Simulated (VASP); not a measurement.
Wanted: the native input for a VASP 6.6.1 run.

- Task: single point
- Functional: PBE
- Potentials or basis: VASP PAW PBE potentials, release 64 (Mg, O)
- Cutoff: 520 eV
- k mesh: 10 × 10 × 10
- Occupations: gaussian, width 0.05 eV
- Spin: no spin polarisation
- Dipole correction: no
- Further INCAR settings: ALGO = Normal; EDIFF = 1e-07; NBANDS = 11

The structure of MgO lies in POSCAR:

```
MgO
1.0
    0.0000000000      2.0205767601      2.0737498328
    2.0205767601      0.0000000000      2.0737498328
    2.0205767601      2.0205767601      0.0000000000
Mg O
1 1
Direct
    0.0000000000      0.0000000000      0.0000000000
    0.5000000000      0.5000000000      0.5000000000
```

This cell differs from its parent crystal: strain -0.050 along x and y, -0.025 along z.

These files were run (other wordings do the same):

INCAR

```
ALGO = Normal
EDIFF = 1E-7
ENCUT = 520
GGA = PE
ISIF = 2
ISMEAR = 0
LASPH = True
LCHARG = False
LREAL = False
LWAVE = False
NBANDS = 11
NELM = 80
PREC = Accurate
SIGMA = 0.05
```

KPOINTS

```
k-points
0
Gamma
  10 10 10
```

Potentials or basis: VASP PAW PBE potentials, release 64 (Mg, O).

Command:

```bash
$ cat potpaw_PBE.64/Mg/POTCAR potpaw_PBE.64/O/POTCAR > POTCAR
$ mpirun -np 1 vasp_std > vasp.out
```

It gave:

```
Pressure               : 24.5 GPa
Band gap on the k mesh : 5.71 eV, direct
```

Caveat: the cell differs from its parent crystal (strain -0.050 along x and y, -0.025 along z).

It took 7.3 s on 1 thread of Intel(R) Xeon(R) 6975P-C (Granite Rapids), with other jobs on the host, peak memory 0.15 GiB.
